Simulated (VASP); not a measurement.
# BaF2 (Fm-3m) in VASP: electric field gradients with r2SCAN

Aim: the electric field gradients of BaF2 with r2SCAN.

Everything below comes from runs of VASP 6.6.1. Logs are shortened: lines on timing, memory, paths and dates and some standing lists are left out, and cuts for length are marked.

### 1 The cell of the first run

Symmetry: Fm-3m, No. 225, cubic system. The conventional cell has a = 6.200 Å, b = 6.200 Å, c = 6.200 Å, α = 90.00°, β = 90.00°, γ = 90.00°. Ba (site symmetry m-3m) has 8 F at 2.68 Å within 3.5 Å. F (site symmetry -43m) has 4 Ba at 2.68 Å and 6 F at 3.10 Å within 3.5 Å.

### 2 Electric field gradients, r2SCAN

Contents of POSCAR:

```
BaF2
1.0
    0.0000000000      3.1000500000      3.1000500000
    3.1000500000      0.0000000000      3.1000500000
    3.1000500000      3.1000500000      0.0000000000
Ba F
1 2
Direct
    0.0000000000      0.0000000000      0.0000000000
    0.2500000000      0.2500000000      0.2500000000
    0.7500000000      0.7500000000      0.7500000000
```

Contents of INCAR.step1:

```
SYSTEM = BaF2
ALGO = Normal ; EDIFF = 1E-5
ENCUT = 580 ; GGA = PE
GGA_COMPAT = .FALSE. ; ISMEAR = -1
LASPH = .TRUE. ; LCHARG = .FALSE.
LREAL = .FALSE. ; LWAVE = .TRUE.
NBANDS = 19 ; NELM = 120
PREC = Accurate ; SIGMA = 0.02
```

Contents of INCAR.step2:

```
SYSTEM = BaF2
ALGO = Normal ; EDIFF = 1E-8
ENCUT = 580 ; GGA_COMPAT = .FALSE.
ISIF = 2 ; ISMEAR = -1
ISTART = 1 ; LASPH = .TRUE.
LCHARG = .FALSE. ; LEFG = .TRUE.
LMIXTAU = .TRUE. ; LREAL = .FALSE.
LWAVE = .FALSE. ; METAGGA = R2SCAN
NBANDS = 19 ; NELM = 120
PREC = Accurate ; SIGMA = 0.02
```

Contents of KPOINTS:

```
k-points
0
G
  7 7 7
  0 0 0
```

Potentials or basis: VASP PAW PBE potentials, release 64 (Ba_sv, F).

The run is started by

```sh
cat potpaw_PBE.64/Ba_sv/POTCAR potpaw_PBE.64/F/POTCAR > POTCAR
cp INCAR.step1 INCAR
mpirun -np 1 vasp_std > vasp.out
cp INCAR.step2 INCAR
mpirun -np 1 vasp_std > vasp.out
```

OUTCAR:

```text
SYSTEM = BaF2
   EDIFF = 1E-8
   ENCUT = 580
   ISIF = 2
   ISMEAR = -1
   ISTART = 1
   LASPH = .TRUE.
   LREAL = .FALSE.
   METAGGA = R2SCAN
   NELM = 120
   PREC = Accurate

 ion  position               nearest neighbor table
   1  0.000  0.000  0.000-   3 2.68   3 2.68   2 2.68   3 2.68   2 2.68   2 2.68   3 2.68   2 2.68

   2  0.250  0.250  0.250-   1 2.68   1 2.68   1 2.68   1 2.68
   3  0.750  0.750  0.750-   1 2.68   1 2.68   1 2.68   1 2.68

  LATTYP: Found a face centered cubic cell.
 ALAT       =     6.2001000000

  Lattice vectors:

 A1 = (   0.0000000000,   3.1000500000,   3.1000500000)
 A2 = (   3.1000500000,   0.0000000000,   3.1000500000)
 A3 = (   3.1000500000,   3.1000500000,   0.0000000000)

Analysis of symmetry for initial positions (statically):
=====================================================================
 Subroutine PRICEL returns:
 Original cell was already a primitive cell.

 Routine SETGRP: Setting up the symmetry group for a
 face centered cubic supercell.

 Subroutine GETGRP returns: Found 48 space group operations
 (whereof 48 operations were pure point group operations)
 out of a pool of 48 trial point group operations.

The static configuration has the point symmetry O_h .

Analysis of symmetry for dynamics (positions and initial velocities):
=====================================================================
 Subroutine PRICEL returns:
 Original cell was already a primitive cell.

 Routine SETGRP: Setting up the symmetry group for a
 face centered cubic supercell.

 Subroutine GETGRP returns: Found 48 space group operations
 (whereof 48 operations were pure point group operations)
 out of a pool of 48 trial point group operations.

The dynamic configuration has the point symmetry O_h .

 Subroutine INISYM returns: Found 48 space group operations
 (whereof 48 operations are pure point group operations),
 and found     1 'primitive' translations

----------------------------------------------------------------------------------------

                                     Primitive cell

  volume of cell :      59.5849

[... 124 lines left out ...]
 Free energy of the ion-electron system (eV)
  ---------------------------------------------------
  ext. energy  EPLUGINS =         0.00000000
  ---------------------------------------------------
  free energy    TOTEN  =       -45.06466007 eV

  energy without entropy =      -45.06466007  energy(sigma->0) =      -45.06466007

 E-fermi :  -2.0723     XC(G=0):  -9.2422

 val. band max:       -2.6093098062   @ k =   0.4286   0.2857   0.1429
 cond. band min:       4.7393037265   @ k =   0.0000   0.0000   0.0000
 fundamental gap:      7.3486135328
 Fermi energy:        -2.0723001699

 k-point     1 :       0.0000    0.0000    0.0000
  band No.  band energies     occupation
      1     -26.2333      2.00000
      2     -22.6797      2.00000
      3     -22.5458      2.00000
      4     -10.5797      2.00000
      5     -10.5797      2.00000
      6     -10.5797      2.00000
[... 417 lines left out ...]
      6     -10.6457      2.00000
[... 11 lines left out ...]
     18      12.1014      0.00000
     19      13.0794      0.00000

------------------------ aborting loop because EDIFF is reached ----------------------------------------

  FORCE on cell =-STRESS in cart. coord.  units (eV):
  Direction    XX          YY          ZZ          XY          YZ          ZX
  --------------------------------------------------------------------------------------
  -------------------------------------------------------------------------------------
  Total        0.2993806      0.2993806      0.2993806      0.0000000     -0.0000000      0.0000000
  in kB        8.0500425      8.0500425      8.0500425      0.0000000     -0.0000000      0.0000000
  external PRESSURE =       8.0500425 kB  Pullay stress =       0.0000000 kB

 VOLUME and BASIS-vectors are now :
 -----------------------------------------------------------------------------
  energy-cutoff  :      580.00
  volume of cell :       59.58
      direct lattice vectors                 reciprocal lattice vectors
     0.000000000  3.100050000  3.100050000    -0.161287721  0.161287721  0.161287721
     3.100050000  0.000000000  3.100050000     0.161287721 -0.161287721  0.161287721
     3.100050000  3.100050000  0.000000000     0.161287721  0.161287721 -0.161287721

 POSITION                                       TOTAL-FORCE (eV/Angst)
 -----------------------------------------------------------------------------------
      0.00000      0.00000      0.00000         0.000000     -0.000000      0.000000
      1.55002      1.55002      1.55002         0.000000      0.000000      0.000000
      4.65008      4.65008      4.65008        -0.000000     -0.000000     -0.000000
 -----------------------------------------------------------------------------------
    total drift:                                0.000000      0.000000      0.000000

  FREE ENERGIE OF THE ION-ELECTRON SYSTEM (eV)
  ---------------------------------------------------
  free  energy   TOTEN  =       -45.0646600699 eV

  energy  without entropy=      -45.0646600699  energy(sigma->0) =      -45.06466007

 Electric field gradients (V/A^2)
---------------------------------------------------------------------
 ion       V_xx      V_yy      V_zz      V_xy      V_xz      V_yz
---------------------------------------------------------------------
   1      -0.000    -0.000    -0.000     0.000     0.000     0.000
   2      -0.000    -0.000    -0.000    -0.004    -0.004    -0.004
   3      -0.000    -0.000    -0.000    -0.004    -0.004    -0.004
---------------------------------------------------------------------

 Electric field gradients after diagonalization (V/A^2)
 (convention: |V_zz| > |V_xx| > |V_yy|)
----------------------------------------------------------------------
 ion       V_xx      V_yy      V_zz     asymmetry (V_yy - V_xx)/ V_zz
----------------------------------------------------------------------
   1      -0.000    -0.000     0.000       0.000
   2       0.004     0.004    -0.007       0.000
   3       0.004     0.004    -0.007       0.000
----------------------------------------------------------------------

           NMR quadrupolar parameters

 Cq : quadrupolar parameter    Cq=e*Q*V_zz/h
 eta: asymmetry parameters     (V_yy - V_xx)/ V_zz
 Q  : nuclear electric quadrupole moment in mb (millibarn)
----------------------------------------------------------------------
 ion       Cq(MHz)       eta       Q (mb)
----------------------------------------------------------------------
   1       0.000       0.000       1.000
   2      -0.000       0.000       1.000
   3      -0.000       0.000       1.000
----------------------------------------------------------------------
```

It took 3 min on 1 thread of Intel Xeon 8259CL, shared host; peak memory 0.23 GiB.

Results:

* Free energy: -45.0647 eV
* Pressure: 0.8 GPa
* Band gap on the k mesh: 7.35 eV (least direct gap 7.41 eV)
* Largest electric field gradient by atom: zero within the noise of the run

Caveat: the PAW data sets were made with another functional, which shifts forces and pressure a little; spin-orbit coupling is left out, which moves the levels of the heavy elements; an odd mesh through Γ misses points on the zone boundary, where band edges can lie.
